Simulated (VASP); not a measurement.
# Ni (Im-3m) in VASP: relaxation of cell and atoms with BLYP+D3(BJ)

Aim: the relaxation of cell and atoms of Ni with BLYP+D3(BJ).

Everything below comes from runs of VASP 6.6.1. Logs are shortened: lines on timing, memory, paths and dates and some standing lists are left out, and cuts for length are marked.

### Step 1. The cell of the first run

It takes space group Im-3m (No. 229, cubic). Conventional cell: a = 2.767 Å, b = 2.767 Å, c = 2.767 Å, α = 90.00°, β = 90.00°, γ = 90.00°. Within 3.2 Å of Ni (site symmetry m-3m) lie 14 Ni at 2.40 to 2.77 Å.

### Step 2. Relaxation of cell and atoms, BLYP+D3(BJ), collinear spin, ferromagnetic start

INCAR

```
SYSTEM = Ni
AGGAC = 1.0
AGGAX = 1.0
ALDAC = 0.0
ALDAX = 1.0
ALGO = Normal
EDIFF = 1E-7
EDIFFG = -0.01
ENCUT = 600
GGA = B5
IBRION = 2
ISIF = 3
ISMEAR = -1
ISPIN = 2
IVDW = 12
LASPH = .TRUE.
LCHARG = .FALSE.
LMAXMIX = 4
LORBIT = 11
LREAL = .FALSE.
LWAVE = .FALSE.
MAGMOM = 1
NELM = 150
NSW = 60
PREC = Accurate
SIGMA = 0.05
VDW_A1 = 0.4298
VDW_A2 = 4.2359
VDW_S6 = 1.0
VDW_S8 = 2.6996
```

KPOINTS

```
k-points
0
G
  13 13 13
  0 0 0
```

POSCAR

```
Ni
1.0
   -1.3837154700      1.3837154700      1.3837154700
    1.3837154700     -1.3837154700      1.3837154700
    1.3837154700      1.3837154700     -1.3837154700
Ni
1
Direct
    0.0000000000      0.0000000000      0.0000000000
```

Potentials or basis: VASP PAW PBE potentials, release 64 (Ni).

Run with:

```console
cat potpaw_PBE.64/Ni/POTCAR > POTCAR
mpirun -np 1 vasp_std > vasp.out
```

OUTCAR:

```text
SYSTEM = Ni
   EDIFF = 1E-7
   EDIFFG = -0.01
   ENCUT = 600
   GGA = B5
   IBRION = 2
   ISIF = 3
   ISMEAR = -1
   ISPIN = 2
   IVDW = 12
   LASPH = .TRUE.
   LORBIT = 11
   LREAL = .FALSE.
   NELM = 150
   NSW = 60
   PREC = Accurate
 IVDW          = 12

 ion  position               nearest neighbor table
   1  0.000  0.000  0.000-

  LATTYP: Found a body centered cubic cell.
 ALAT       =     2.7674309400

  Lattice vectors:

 A1 = (  -1.3837154700,   1.3837154700,   1.3837154700)
 A2 = (   1.3837154700,  -1.3837154700,   1.3837154700)
 A3 = (   1.3837154700,   1.3837154700,  -1.3837154700)

Analysis of symmetry for initial positions (statically):
=====================================================================
 Subroutine PRICEL returns:
 Original cell was already a primitive cell.

 Routine SETGRP: Setting up the symmetry group for a
 body centered cubic supercell.

 Subroutine GETGRP returns: Found 48 space group operations
 (whereof 48 operations were pure point group operations)
 out of a pool of 48 trial point group operations.

The static configuration has the point symmetry O_h .

Analysis of symmetry for dynamics (positions and initial velocities):
=====================================================================
 Subroutine PRICEL returns:
 Original cell was already a primitive cell.

 Routine SETGRP: Setting up the symmetry group for a
 body centered cubic supercell.

 Subroutine GETGRP returns: Found 48 space group operations
 (whereof 48 operations were pure point group operations)
 out of a pool of 48 trial point group operations.

The dynamic configuration has the point symmetry O_h .

Analysis of structural, dynamic, and magnetic symmetry:
=====================================================================
 Subroutine PRICEL returns:
 Original cell was already a primitive cell.

 Routine SETGRP: Setting up the symmetry group for a
 body centered cubic supercell.

 Subroutine GETGRP returns: Found 48 space group operations
 (whereof 48 operations were pure point group operations)
 out of a pool of 48 trial point group operations.

The overall configuration has the point symmetry O_h .

 Subroutine INISYM returns: Found 48 space group operations
 (whereof 48 operations are pure point group operations),
 and found     1 'primitive' translations

----------------------------------------------------------------------------------------

                                     Primitive cell

  volume of cell :      10.5974

  direct lattice vectors                    reciprocal lattice vectors
    -1.383715470  1.383715470  1.383715470     0.000000000  0.361345964  0.361345964
     1.383715470 -1.383715470  1.383715470     0.361345964  0.000000000  0.361345964
     1.383715470  1.383715470 -1.383715470     0.361345964  0.361345964  0.000000000

  length of vectors
     2.396665497  2.396665497  2.396665497     0.511020363  0.511020363  0.511020363

  position of ions in fractional coordinates (direct lattice)
     0.000000000  0.000000000  0.000000000

  ion indices of the primitive-cell ions
   primitive index   ion index
                 1           1

----------------------------------------------------------------------------------------

 KPOINTS: k-points

Automatic generation of k-mesh.
 Grid dimensions read from file:
 generate k-points for:   13   13   13

 Generating k-lattice:

  Cartesian coordinates                     Fractional coordinates (reciprocal lattice)
     0.000000000  0.027795843  0.027795843     0.076923077  0.000000000  0.000000000
     0.027795843  0.000000000  0.027795843     0.000000000  0.076923077  0.000000000
     0.027795843  0.027795843  0.000000000     0.000000000  0.000000000  0.076923077

  Length of vectors
     0.039309259  0.039309259  0.039309259

  Shift w.r.t. Gamma in fractional coordinates (k-lattice)
     0.000000000  0.000000000  0.000000000

 Subroutine IBZKPT returns following result:
 ===========================================

 Found     84 irreducible k-points:

 Following reciprocal coordinates:
            Coordinates               Weight
  0.000000  0.000000  0.000000      1.000000
  0.076923  0.000000  0.000000     12.000000
  0.153846  0.000000  0.000000     12.000000
  0.230769  0.000000  0.000000     12.000000
  0.307692  0.000000  0.000000     12.000000
  0.384615  0.000000  0.000000     12.000000
[... 16 lines left out ...]
  0.153846  0.076923  0.076923     24.000000
  0.230769  0.076923  0.076923     24.000000
 [... further k-points ...]
   k-points           NKPTS =     84   k-points in BZ     NKDIM =     84   number of bands    NBANDS=     10
   number of dos      NEDOS =    301   number of ions     NIONS =      1
   total plane-waves  NPLWV =   8000
   dimension x,y,z NGX =    20 NGY =   20 NGZ =   20
   dimension x,y,z NGXF=    40 NGYF=   40 NGZF=   40
   ions per type =               1
   NGX,Y,Z   is equivalent  to a cutoff of  13.87, 13.87, 13.87 a.u.
   NGXF,Y,Z  is equivalent  to a cutoff of  27.75, 27.75, 27.75 a.u.
 SYSTEM =  Ni
   PREC   = accura    normal or accurate (medium, high low for compatibility)
   ISTART =      0    job   : 0-new  1-cont  2-samecut
   ICHARG =      2    charge: 1-file 2-atom 10-const
   ISPIN  =      2    spin polarized calculation?
   LNONCOLLINEAR =      F non collinear calculations
   LSORBIT =      F    spin-orbit coupling
   LASPH  =      T    aspherical Exc in radial PAW
   ENCUT  =  600.0 eV  44.10 Ry    6.64 a.u.   4.79  4.79  4.79*2*pi/ulx,y,z
   NELM   =    150;   NELMIN=  2; NELMDL= -5     # of ELM steps
   EDIFF  = 0.1E-06   stopping-criterion for ELM
   LREAL  =      F    real-space projection
   EDIFFG = -.1E-01   stopping-criterion for IOM
   NSW    =     60    number of steps for IOM
   IBRION =      2    ionic relax: 0-MD 1-quasi-New 2-CG
   NFREE  =      1    steps in history (QN), initial steepest desc. (CG)
   ISIF   =      3    stress and relaxation
   ISYM   =      2    0-nonsym 1-usesym 2-fastsym
   POTIM  = 0.5000    time-step for ionic-motion
   TEBEG  =    0.0;   TEEND  =   0.0 temperature during run
   PSTRESS=    0.0 pullay stress
   NELECT =      10.0000    total number of electrons
   NUPDOWN=      -1.0000    fix difference up-down
   EMIN   =  10.00;   EMAX   =-10.00  energy-range for DOS
   EFERMI =   0.00;   METHOD = LEGACY
   ISMEAR =    -1;   SIGMA  =   0.05  broadening in eV -4-tet -1-fermi 0-gaus
   EFERMI_NEDOS =   21; number of points for ismear=-14 and -15
   IALGO  =     38    algorithm
   IMIX   =      4    mixing-type and parameters
     AMIX     =   0.40;   BMIX     =  1.00
     AMIX_MAG =   1.60;   BMIX_MAG =  1.00
  volume/ion in A,a.u.               =      10.60        71.51
  Fermi-wavevector in a.u.,A,eV,Ry     =   1.605738  3.034405 35.081190  2.578395
  Thomas-Fermi vector in A             =   2.702037
   LORBIT       =     11    0 simple, 1 ext, 2 COOP (PROOUT), +10 PAW based schemes
   GGA     = B5    functional components
   LHFCALC =     F    Hartree Fock is set to
   AEXX    =    0.0000 exact exchange contribution
   IVDW    =    12    specifies the selected vdW correction
   LEPSILON=     F    determine dielectric tensor
   LRPA    =     F    only Hartree local field effects (RPA)
 conjugate gradient relaxation of ions
 spin polarized calculation
  energy-cutoff  :      600.00
  volume of cell :       10.60
 maximum number of plane-waves:       370
   NGX =  9   NGY =  9   NGZ =  9

--------------------------------------- Ionic step        1  -------------------------------------------

 number of electron      10.0000001 magnetization       0.5290854

 Free energy of the ion-electron system (eV)
  ---------------------------------------------------
  ext. energy  EPLUGINS =         0.00000000
  ---------------------------------------------------
  free energy    TOTEN  =        -4.47991796 eV

  energy without entropy =       -4.46575300  energy(sigma->0) =       -4.47283548

------------------------ aborting loop because EDIFF is reached ----------------------------------------

 Edisp (eV)   -1.07985

 E8    (eV) :    -0.7905

  FORCE on cell =-STRESS in cart. coord.  units (eV):
  Direction    XX          YY          ZZ          XY          YZ          ZX
  --------------------------------------------------------------------------------------
  -------------------------------------------------------------------------------------
  Total       0.04405     0.04405     0.04405     0.00000     0.00000     0.00000
  in kB       6.65990     6.65990     6.65990     0.00000     0.00000     0.00000
  external pressure =        6.66 kB  Pullay stress =        0.00 kB
[... 20 lines left out ...]
  energy  without entropy=       -5.5456061290  energy(sigma->0) =       -5.55268861

--------------------------------------- Ionic step        2  -------------------------------------------

 number of electron       9.9999998 magnetization       0.5370193

 E-fermi :   9.9710     XC(G=0): -12.7761

 val. band max:        9.9591345404   @ k =  -0.2308   0.3077   0.0769
 cond. band min:       9.9776805787   @ k =  -0.2308   0.2308   0.1538
 fundamental gap:      0.0185460383
 Fermi energy:         9.9710057728

 spin component 1

 k-point     1 :       0.0000    0.0000    0.0000
  band No.  band energies     occupation
      1       1.1228      1.00000
      2       7.6615      1.00000
      3       7.6615      1.00000
      4       7.6615      1.00000
      5       9.1163      1.00000
      6       9.1163      1.00000
      7      37.0123      0.00000
      8      37.0123      0.00000
      9      37.0123      0.00000
     10      42.0375      0.00000
[... 651 lines left out ...]
  energy  without entropy=       -5.5457416922  energy(sigma->0) =       -5.55276886

--------------------------------------- Ionic step        3  -------------------------------------------

 number of electron       9.9999999 magnetization       0.5335643

 Free energy of the ion-electron system (eV)
  ---------------------------------------------------
  ext. energy  EPLUGINS =         0.00000000
  ---------------------------------------------------
  free energy    TOTEN  =        -4.48388690 eV

  energy without entropy =       -4.46978377  energy(sigma->0) =       -4.47683534

 E-fermi :  10.0117     XC(G=0): -12.7928

 val. band max:        9.9991518606   @ k =  -0.2308   0.3077   0.0769
 cond. band min:      10.0179270384   @ k =  -0.2308   0.2308   0.1538
 fundamental gap:      0.0187751778
 Fermi energy:        10.0117285630

 spin component 1

 k-point     1 :       0.0000    0.0000    0.0000
  band No.  band energies     occupation
      1       1.1449      1.00000
      2       7.6976      1.00000
      3       7.6976      1.00000
      4       7.6976      1.00000
      5       9.1577      1.00000
      6       9.1577      1.00000
      7      37.0833      0.00000
      8      37.0833      0.00000
      9      37.0833      0.00000
     10      42.1290      0.00000
[... 647 lines left out ...]
  FREE ENERGIE OF THE ION-ELECTRON SYSTEM (eV)
  ---------------------------------------------------
  free  energy   TOTEN  =        -5.5598481183 eV

  energy  without entropy=       -5.5457449852  energy(sigma->0) =       -5.55279655

 reached required accuracy - stopping structural energy minimisation

 total charge

# of ion       s       p       d       tot
------------------------------------------
    1        0.504   0.493   8.401   9.398

 magnetization (x)

# of ion       s       p       d       tot
------------------------------------------
    1       -0.004  -0.013   0.553   0.537
```

Wall time 57 s (1 thread of Intel Xeon Platinum 8488C (Sapphire Rapids), shared host); peak memory 0.16 GiB.

What came out:

| Quantity | Value |
| --- | --- |
| Free energy | -5.5598 eV |
| Relaxed volume | 10.63 Å³/atom |
| Relaxed cell | a = 2.399 Å, b = 2.399 Å, c = 2.399 Å, α = 109.47°, β = 109.47°, γ = 109.47° |
| Space group after relaxing (to 0.05 Å) | Im-3m (No. 229) |
| Energy gained by relaxing | 0.1 meV/atom |
| Ionic steps | 3 |
| Pressure after relaxing | 0.0 GPa |
| Net moment | 0.53 μB per cell |
| Site moments | Ni +0.54 μB |
| Valence electrons inside the program's atomic spheres | Ni 9.40 |
| Dispersion energy per atom | -1.076 eV |

Final structure:
```yaml
crystal:
  lattice:
    - [-1.38533, 1.38533, 1.38533]
    - [1.38533, -1.38533, 1.38533]
    - [1.38533, 1.38533, -1.38533]
  atoms:
    - { symbol: Ni, position: [0.00000, 0.00000, 0.00000] }
```

Levels at points of the mesh, in eV from the Fermi level:
Spin up:
| k point | band 3 | band 4 | band 5 | band 6 | band 7 | band 8 |
| --- | --- | --- | --- | --- | --- | --- |
| (0.00, 0.00, 0.00) | -2.31 | -2.31 | -0.85 | -0.85 | 27.07 | 27.07 |
Spin down:
```
           k point  band 1  band 2  band 3  band 4  band 5  band 6  band 7  band 8  band 9  band 10
(0.00, 0.00, 0.00)   -8.85   -1.67   -1.67   -1.67   -0.42   -0.42   27.01   27.01   27.01    32.08
```

Caveat: the PAW data sets were made with another functional, which shifts forces and pressure a little; pairwise dispersion overbinds metals, which lowers pressure and volume.
